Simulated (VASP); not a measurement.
# Bi2Se3 (R-3m) in VASP: a series of runs

Bi2Se3 is run at these levels: r2SCAN+D3(BJ); tasks: single point.

Everything below comes from runs of VASP 6.6.1. Logs are shortened: lines on timing, memory, paths and dates and some standing lists are left out, and cuts for length are marked.

## (1) The cell of the first run

It takes space group R-3m (No. 166, trigonal). The conventional cell has a = 4.117 Å, b = 4.117 Å, c = 29.252 Å, α = 90.00°, β = 90.00°, γ = 120.00°. Within 3.7 Å of Bi (site symmetry 3m) lie 6 Se at 2.83 to 3.06 Å. Within 4.3 Å of Se (site symmetry -3m) lie 6 Bi at 3.06 Å and 12 Se at 4.12 to 4.20 Å. Within 3.7 Å of Se (site symmetry 3m) lie 3 Bi at 2.83 Å and 3 Se at 3.69 Å.

## (2) Single point, r2SCAN+D3(BJ) (28.63 Å³/atom)

POSCAR reads:

```
Bi2Se3
1.0
    2.0585272766      1.1884912772      9.7505302019
   -2.0585272766      1.1884912772      9.7505302019
    0.0000000000     -2.3769825545      9.7505302019
Bi Se
2 3
Direct
    0.3989939935      0.3989939935      0.3989939935
    0.6010060065      0.6010060065      0.6010060065
    0.0000000000      0.0000000000      0.0000000000
    0.2149494151      0.2149494151      0.2149494151
    0.7850505849      0.7850505849      0.7850505849
```

INCAR.step1 reads:

```
PREC     = Accurate       # precision mode
ENCUT    = 520            # plane-wave cutoff, eV
ISMEAR   = 0              # smearing method
SIGMA    = 0.05           # smearing width, eV
LREAL    = F              # projectors in reciprocal space
LASPH    = T              # aspherical terms in the spheres
NELM     = 100            # most SCF steps
NBANDS   = 32             # bands
GGA      = PE             # functional
ALGO     = Normal         # electronic algorithm
EDIFF    = 1E-4           # SCF threshold, eV
LWAVE    = T              # write WAVECAR
LCHARG   = F              # write CHGCAR
```

INCAR.step2 reads:

```
PREC     = Accurate       # precision mode
ENCUT    = 520            # plane-wave cutoff, eV
EDIFF    = 1E-6           # SCF threshold, eV
ISMEAR   = 0              # smearing method
SIGMA    = 0.05           # smearing width, eV
LREAL    = F              # projectors in reciprocal space
LASPH    = T              # aspherical terms in the spheres
NELM     = 100            # most SCF steps
ALGO     = Normal         # electronic algorithm
ISIF     = 2              # what is computed and relaxed
LWAVE    = F              # write WAVECAR
LCHARG   = F              # write CHGCAR
METAGGA  = R2SCAN         # meta-GGA
LMIXTAU  = T            
IVDW     = 12             # dispersion correction
VDW_S6   = 1.0          
VDW_S8   = 0.78981345   
VDW_A1   = 0.49484001   
VDW_A2   = 5.73083694   
NBANDS   = 32             # bands
ISTART   = 1
```

KPOINTS reads:

```
Automatic mesh
0
Gamma
  6 6 6
```

Potentials or basis: VASP PAW PBE potentials, release 64 (Bi_d, Se).

Launch:

```console
$ cat potpaw_PBE.64/Bi_d/POTCAR potpaw_PBE.64/Se/POTCAR > POTCAR
$ cp INCAR.step1 INCAR
$ mpirun -np 1 vasp_std > vasp.out
$ cp INCAR.step2 INCAR
$ mpirun -np 1 vasp_std > vasp.out
```

OUTCAR:

```text
PREC = Accurate
   ENCUT = 520
   EDIFF = 1E-6
   ISMEAR = 0
   LREAL = F
   LASPH = T
   NELM = 100
   ISIF = 2
   METAGGA = R2SCAN
   IVDW = 12
   ISTART = 1
 IVDW          = 12

 ion  position               nearest neighbor table
   1  0.399  0.399  0.399-   5 2.83   5 2.83   5 2.83   3 3.06   3 3.06   3 3.06
   2  0.601  0.601  0.601-   4 2.83   4 2.83   4 2.83   3 3.06   3 3.06   3 3.06
   3  0.000  0.000  0.000-   2 3.06   1 3.06   2 3.06   2 3.06   1 3.06   1 3.06
   4  0.215  0.215  0.215-   2 2.83   2 2.83   2 2.83
   5  0.785  0.785  0.785-   1 2.83   1 2.83   1 2.83

  LATTYP: Found a trigonal (rhomboedric) cell.
 ALAT       =    10.0360791788
 COS(alpha) =     0.9158575623

  Lattice vectors:

 A1 = (   2.0585272766,   1.1884912772,   9.7505302019)
 A2 = (  -2.0585272766,   1.1884912772,   9.7505302019)
 A3 = (   0.0000000000,  -2.3769825545,   9.7505302019)

Analysis of symmetry for initial positions (statically):
=====================================================================
 Subroutine PRICEL returns:
 Original cell was already a primitive cell.

 Routine SETGRP: Setting up the symmetry group for a
 trigonal (rhombohedral) supercell.

 Subroutine GETGRP returns: Found 12 space group operations
 (whereof 12 operations were pure point group operations)
 out of a pool of 12 trial point group operations.

The static configuration has the point symmetry D_3d.

Analysis of symmetry for dynamics (positions and initial velocities):
=====================================================================
 Subroutine PRICEL returns:
 Original cell was already a primitive cell.

 Routine SETGRP: Setting up the symmetry group for a
 trigonal (rhombohedral) supercell.

 Subroutine GETGRP returns: Found 12 space group operations
 (whereof 12 operations were pure point group operations)
 out of a pool of 12 trial point group operations.

The dynamic configuration has the point symmetry D_3d.

 Subroutine INISYM returns: Found 12 space group operations
 (whereof 12 operations are pure point group operations),
 and found     1 'primitive' translations

----------------------------------------------------------------------------------------

                                     Primitive cell

  volume of cell :     143.1305

  direct lattice vectors                    reciprocal lattice vectors
     2.058527277  1.188491277  9.750530202     0.242892094  0.140233816  0.034186175
    -2.058527277  1.188491277  9.750530202    -0.242892094  0.140233816  0.034186175
     0.000000000 -2.376982555  9.750530202     0.000000000 -0.280467631  0.034186175

  length of vectors
    10.036079179 10.036079179 10.036079179     0.282543425  0.282543425  0.282543425

  position of ions in fractional coordinates (direct lattice)
     0.398993993  0.398993993  0.398993993
     0.601006007  0.601006007  0.601006007
     0.000000000  0.000000000  0.000000000
     0.214949415  0.214949415  0.214949415
     0.785050585  0.785050585  0.785050585

  ion indices of the primitive-cell ions
   primitive index   ion index
                 1           1
                 2           2
                 3           3
                 4           4
                 5           5

----------------------------------------------------------------------------------------

 KPOINTS: Automatic mesh

Automatic generation of k-mesh.
 Grid dimensions read from file:
 generate k-points for:    6    6    6

 Generating k-lattice:

  Cartesian coordinates                     Fractional coordinates (reciprocal lattice)
     0.040482016  0.023372303  0.005697696     0.166666667  0.000000000  0.000000000
    -0.040482016  0.023372303  0.005697696     0.000000000  0.166666667  0.000000000
     0.000000000 -0.046744605  0.005697696     0.000000000  0.000000000  0.166666667

  Length of vectors
     0.047090571  0.047090571  0.047090571

  Shift w.r.t. Gamma in fractional coordinates (k-lattice)
     0.000000000  0.000000000  0.000000000

 Subroutine IBZKPT returns following result:
 ===========================================

 Found     32 irreducible k-points:

 Following reciprocal coordinates:
            Coordinates               Weight
  0.000000  0.000000  0.000000      1.000000
  0.166667 -0.000000 -0.000000      6.000000
  0.333333  0.000000 -0.000000      6.000000
  0.500000 -0.000000 -0.000000      3.000000
  0.166667  0.166667 -0.000000      6.000000
  0.333333  0.166667 -0.000000     12.000000
[... 16 lines left out ...]
  0.500000  0.500000  0.166667      6.000000
 -0.333333  0.500000  0.166667     12.000000
 [... further k-points ...]
   k-points           NKPTS =     32   k-points in BZ     NKDIM =     32   number of bands    NBANDS=     32
   number of dos      NEDOS =    301   number of ions     NIONS =      5
   total plane-waves  NPLWV = 512000
   dimension x,y,z NGX =    80 NGY =   80 NGZ =   80
   dimension x,y,z NGXF=   160 NGYF=  160 NGZF=  160
   ions per type =               2   3
   NGX,Y,Z   is equivalent  to a cutoff of  13.25, 13.25, 13.25 a.u.
   NGXF,Y,Z  is equivalent  to a cutoff of  26.50, 26.50, 26.50 a.u.
 SYSTEM =  unknown system
   PREC   = accura    normal or accurate (medium, high low for compatibility)
   ISTART =      1    job   : 0-new  1-cont  2-samecut
   ICHARG =      0    charge: 1-file 2-atom 10-const
   ISPIN  =      1    spin polarized calculation?
   LNONCOLLINEAR =      F non collinear calculations
   LSORBIT =      F    spin-orbit coupling
   LASPH  =      T    aspherical Exc in radial PAW
   ENCUT  =  520.0 eV  38.22 Ry    6.18 a.u.  18.66 18.66 18.66*2*pi/ulx,y,z
   NELM   =    100;   NELMIN=  2; NELMDL=  0     # of ELM steps
   EDIFF  = 0.1E-05   stopping-criterion for ELM
   LREAL  =      F    real-space projection
   EDIFFG = 0.1E-04   stopping-criterion for IOM
   NSW    =      0    number of steps for IOM
   IBRION =     -1    ionic relax: 0-MD 1-quasi-New 2-CG
   NFREE  =      0    steps in history (QN), initial steepest desc. (CG)
   ISIF   =      2    stress and relaxation
   ISYM   =      2    0-nonsym 1-usesym 2-fastsym
   POTIM  = 0.5000    time-step for ionic-motion
   TEBEG  =    0.0;   TEEND  =   0.0 temperature during run
   PSTRESS=    0.0 pullay stress
   NELECT =      48.0000    total number of electrons
   NUPDOWN=      -1.0000    fix difference up-down
   EMIN   =  10.00;   EMAX   =-10.00  energy-range for DOS
   EFERMI =   0.00;   METHOD = LEGACY
   ISMEAR =     0;   SIGMA  =   0.05  broadening in eV -4-tet -1-fermi 0-gaus
   EFERMI_NEDOS =   21; number of points for ismear=-14 and -15
   IALGO  =     38    algorithm
   IMIX   =      4    mixing-type and parameters
     AMIX     =   0.40;   BMIX     =  1.00
     AMIX_MAG =   1.60;   BMIX_MAG =  1.00
  volume/ion in A,a.u.               =      28.63       193.18
  Fermi-wavevector in a.u.,A,eV,Ry     =   1.137395  2.149364 17.601405  1.293667
  Thomas-Fermi vector in A             =   2.274100
   LORBIT       =      0    0 simple, 1 ext, 2 COOP (PROOUT), +10 PAW based schemes
   METAGGA = R2SCAN    functional components
   LHFCALC =     F    Hartree Fock is set to
   AEXX    =    0.0000 exact exchange contribution
   IVDW    =    12    specifies the selected vdW correction
   LEPSILON=     F    determine dielectric tensor
   LRPA    =     F    only Hartree local field effects (RPA)
 non-spin polarized calculation
 Gauss-broadening in eV      SIGMA  =   0.05
  energy-cutoff  :      520.00
  volume of cell :      143.13
 maximum number of plane-waves:      3894
 NGX is ok and might be reduce to    80
   NGX = 37   NGY = 37   NGZ = 37

 number of electron      48.0000006 magnetization

 Free energy of the ion-electron system (eV)
  ---------------------------------------------------
  ext. energy  EPLUGINS =         0.00000000
  ---------------------------------------------------
  free energy    TOTEN  =      -162.03211138 eV

  energy without entropy =     -162.03211138  energy(sigma->0) =     -162.03211138

 E-fermi :   4.7712     XC(G=0):  -9.9664

 val. band max:        4.5728995730   @ k =   0.0000   0.0000   0.0000
 cond. band min:       5.2332447751   @ k =   0.0000   0.0000   0.0000
 fundamental gap:      0.6603452022
 Fermi energy:         4.7711857028

 k-point     1 :       0.0000    0.0000    0.0000
  band No.  band energies     occupation
      1     -19.1950      2.00000
      2     -19.1950      2.00000
      3     -19.1925      2.00000
      4     -19.1925      2.00000
      5     -19.1796      2.00000
      6     -19.1768      2.00000
[... 24 lines left out ...]
     31      11.0158      0.00000
     32      12.1639      0.00000

 k-point     2 :       0.1667   -0.0000   -0.0000
  band No.  band energies     occupation
      1     -19.2008      2.00000
      2     -19.1973      2.00000
      3     -19.1888      2.00000
      4     -19.1865      2.00000
      5     -19.1760      2.00000
      6     -19.1731      2.00000
[... 24 lines left out ...]
     31      10.3083      0.00000
     32      11.2275      0.00000

 k-point     3 :       0.3333    0.0000   -0.0000
  band No.  band energies     occupation
      1     -19.2146      2.00000
      2     -19.2087      2.00000
      3     -19.1822      2.00000
      4     -19.1804      2.00000
      5     -19.1784      2.00000
      6     -19.1754      2.00000
[... 24 lines left out ...]
     31       9.5533      0.00000
     32      11.7521      0.00000

 k-point     4 :       0.5000   -0.0000   -0.0000
  band No.  band energies     occupation
      1     -19.2220      2.00000
      2     -19.2148      2.00000
      3     -19.1832      2.00000
      4     -19.1819      2.00000
      5     -19.1780      2.00000
      6     -19.1767      2.00000
[... 654 lines left out ...]
     31       9.7264      0.00000
     32      12.0576      0.00000

 k-point    23 :       0.5000    0.5000    0.1667
  band No.  band energies     occupation
      1     -19.2145      2.00000
      2     -19.2088      2.00000
      3     -19.1822      2.00000
      4     -19.1804      2.00000
      5     -19.1784      2.00000
      6     -19.1755      2.00000
[... 24 lines left out ...]
     31       9.4910      0.00000
     32      11.4337      0.00000

 k-point    24 :      -0.3333    0.5000    0.1667
  band No.  band energies     occupation
      1     -19.2140      2.00000
      2     -19.2088      2.00000
      3     -19.1875      2.00000
      4     -19.1812      2.00000
      5     -19.1778      2.00000
      6     -19.1740      2.00000
[... 24 lines left out ...]
     31       9.9970      0.00000
     32      11.5938      0.00000

 [... further k-points ...]

------------------------ aborting loop because EDIFF is reached ----------------------------------------

 Edisp (eV)   -0.93271

 E8    (eV) :    -0.3309

  FORCE on cell =-STRESS in cart. coord.  units (eV):
  Direction    XX          YY          ZZ          XY          YZ          ZX
  --------------------------------------------------------------------------------------
  -------------------------------------------------------------------------------------
  Total       1.03977     1.03977     0.98121     0.00000    -0.00000     0.00000
  in kB      11.63899    11.63899    10.98352     0.00000    -0.00000     0.00000
  external pressure =       11.42 kB  Pullay stress =        0.00 kB

 VOLUME and BASIS-vectors are now :
 -----------------------------------------------------------------------------
  energy-cutoff  :      520.00
  volume of cell :      143.13
      direct lattice vectors                 reciprocal lattice vectors
     2.058527277  1.188491277  9.750530202     0.242892094  0.140233816  0.034186175
    -2.058527277  1.188491277  9.750530202    -0.242892094  0.140233816  0.034186175
     0.000000000 -2.376982555  9.750530202     0.000000000 -0.280467631  0.034186175

 POSITION                                       TOTAL-FORCE (eV/Angst)
 -----------------------------------------------------------------------------------
      0.00000     -0.00000     11.67121         0.000000      0.000000     -0.071156
      0.00000     -0.00000     17.58038         0.000000     -0.000000      0.071156
      0.00000      0.00000      0.00000        -0.000000      0.000000      0.000000
      0.00000     -0.00000      6.28761         0.000000      0.000000     -0.188664
      0.00000     -0.00000     22.96398         0.000000     -0.000000      0.188664
 -----------------------------------------------------------------------------------
    total drift:                                0.000000      0.000000     -0.000000

  FREE ENERGIE OF THE ION-ELECTRON SYSTEM (eV)
  ---------------------------------------------------
  free  energy   TOTEN  =      -162.9648237975 eV

  energy  without entropy=     -162.9648237975  energy(sigma->0) =     -162.96482380
```

Wall time 57 min (1 thread of Intel Xeon Platinum 8259CL at 2.50GHz (Skylake/Cascade Lake), shared host); peak memory 1.1 GiB.

Results:

```yaml
Free_energy: -162.9648 eV
Pressure: 1.1 GPa
Largest_force: 0.189 eV/Å
Band_gap_on_the_k_mesh: 0.66 eV
Dispersion_energy_per_atom: -0.187 eV
```

Forces on the atoms (eV/Å):
```
Bi   0.000  0.000 -0.071
Bi   0.000  0.000  0.071
Se   0.000  0.000  0.000
Se   0.000  0.000 -0.189
Se   0.000  0.000  0.189
```

Caveat: three body term missing; the PAW data sets were made with another functional, which shifts forces and pressure a little; spin-orbit coupling is left out, which moves the levels of the heavy elements. A k mesh can miss the band edges.

## (3) Single point, r2SCAN+D3(BJ) (29.21 Å³/atom)

This run uses another cell than the first one, of 29.21 Å³/atom.

POSCAR, as its differences from that of step 2:

```diff
@@ -2,5 +2,5 @@
 1.0
-    2.0585272766      1.1884912772      9.7505302019
-   -2.0585272766      1.1884912772      9.7505302019
-    0.0000000000     -2.3769825545      9.7505302019
+    2.0724366666      1.1965218673      9.8164141612
+   -2.0724366666      1.1965218673      9.8164141612
+    0.0000000000     -2.3930437347      9.8164141612
 Bi Se
```

INCAR.step1 reads:

```
SYSTEM = Bi2Se3
ALGO     = Normal         ! electronic algorithm
EDIFF    = 1E-4           ! SCF threshold, eV
ENCUT    = 520            ! plane-wave cutoff, eV
GGA      = PE             ! functional
ISMEAR   = 0              ! smearing method
LASPH    = .TRUE.         ! aspherical terms in the spheres
LCHARG   = .FALSE.        ! write CHGCAR
LREAL    = .FALSE.        ! projectors in reciprocal space
LWAVE    = .TRUE.         ! write WAVECAR
NBANDS   = 32             ! bands
NELM     = 60             ! most SCF steps
PREC     = Accurate       ! precision mode
SIGMA    = 0.05           ! smearing width, eV
```

INCAR.step2 reads:

```
SYSTEM = Bi2Se3
ALGO     = Normal         ! electronic algorithm
EDIFF    = 1E-6           ! SCF threshold, eV
ENCUT    = 520            ! plane-wave cutoff, eV
ISIF     = 2              ! what is computed and relaxed
ISMEAR   = 0              ! smearing method
ISTART   = 1            
IVDW     = 12             ! dispersion correction
LASPH    = .TRUE.         ! aspherical terms in the spheres
LCHARG   = .FALSE.        ! write CHGCAR
LMIXTAU  = .TRUE.       
LREAL    = .FALSE.        ! projectors in reciprocal space
LWAVE    = .FALSE.        ! write WAVECAR
METAGGA  = R2SCAN         ! meta-GGA
NBANDS   = 32             ! bands
NELM     = 60             ! most SCF steps
PREC     = Accurate       ! precision mode
SIGMA    = 0.05           ! smearing width, eV
VDW_A1   = 0.49484001   
VDW_A2   = 5.73083694   
VDW_S6   = 1.0          
VDW_S8   = 0.78981345
```

KPOINTS reads:

```
k-points
0
G
  6 6 6
  0 0 0
```

Potentials or basis: VASP PAW PBE potentials, release 64 (Bi_d, Se).

Launch:

```console
$ cat potpaw_PBE.64/Bi_d/POTCAR potpaw_PBE.64/Se/POTCAR > POTCAR
$ cp INCAR.step1 INCAR
$ mpirun -np 1 vasp_std > vasp.out
$ cp INCAR.step2 INCAR
$ mpirun -np 1 vasp_std > vasp.out
```

Wall time 46 min (1 thread of Intel Xeon Platinum 8259CL at 2.50GHz (Skylake/Cascade Lake), shared host); peak memory 1.1 GiB.

The run converged. Its results:

```
Free energy                : -162.9742 eV
Pressure                   : -0.1 GPa
Largest force              : 0.017 eV/Å
Band gap on the k mesh     : 0.67 eV
Dispersion energy per atom : -0.183 eV
```

Forces in eV/Å, atoms in the order of the input:
```
Bi   0.000  0.000 -0.011
Bi   0.000  0.000  0.011
Se   0.000  0.000  0.000
Se   0.000  0.000 -0.017
Se   0.000  0.000  0.017
```

Levels at points of the mesh, in eV from the valence-band top:
```
           k point  band 21  band 22  band 23  band 24  band 25  band 26  band 27  band 28
(0.00, 0.00, 0.00)    -1.75    -1.19    -1.19     0.00     0.67     1.77     1.77     2.50
(0.50, 0.00, 0.00)    -2.77    -1.93    -1.25    -0.57     1.29     2.37     3.37     3.39
(0.50, 0.50, 0.00)    -1.86    -1.68    -1.52    -1.01     1.71     2.33     2.85     3.40
(0.50, 0.50, 0.50)    -1.30    -1.30    -1.29    -0.34     0.89     1.97     1.97     2.46
```

Caveat: three body term missing; the PAW data sets were made with another functional, which shifts forces and pressure a little; spin-orbit coupling is left out, which moves the levels of the heavy elements.
